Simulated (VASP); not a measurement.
Input of a VASP 6.6.1 run:

File INCAR:

```
ALGO = Normal
EDIFF = 1E-6
ENCUT = 520
ISIF = 2
ISMEAR = -1
ISPIN = 2
LASPH = True
LCHARG = False
LMAXMIX = 4
LORBIT = 11
LREAL = False
LWAVE = False
MAGMOM = 0 3
NBANDS = 20
NELM = 150
PREC = Accurate
SIGMA = 0.05
```

KPOINTS

```
k-points
0
Gamma
  10 10 7
```

File POSCAR:

```
FePt
1.0
    2.7593396363      0.0000000000      0.0000000000
    0.0000000000      2.7593396363      0.0000000000
    0.0000000000      0.0000000000      3.7689529822
Pt Fe
1 1
Direct
    0.5000000000      0.5000000000      0.5000000000
    0.0000000000      0.0000000000      0.0000000000
```

Potentials or basis: VASP PAW LDA potentials, release 64 (Pt, Fe).

Launch:

```bash
$ cat potpaw_LDA.64/Pt/POTCAR potpaw_LDA.64/Fe/POTCAR > POTCAR
$ mpirun -np 1 vasp_std > vasp.out
```

Question: Predict the pressure.

Answer: -19.7 GPa.

Question: What does it give for the net moment?

Answer: 3.23 μB per cell.

Question: Estimate the site moments.

Answer: Pt +0.34; Fe +2.85 μB.

Stress tensor (GPa, compression positive):
```
-20.13   0.00   0.00
  0.00 -20.13   0.00
  0.00   0.00 -18.78
```

Caveat: the cell stands under tension.
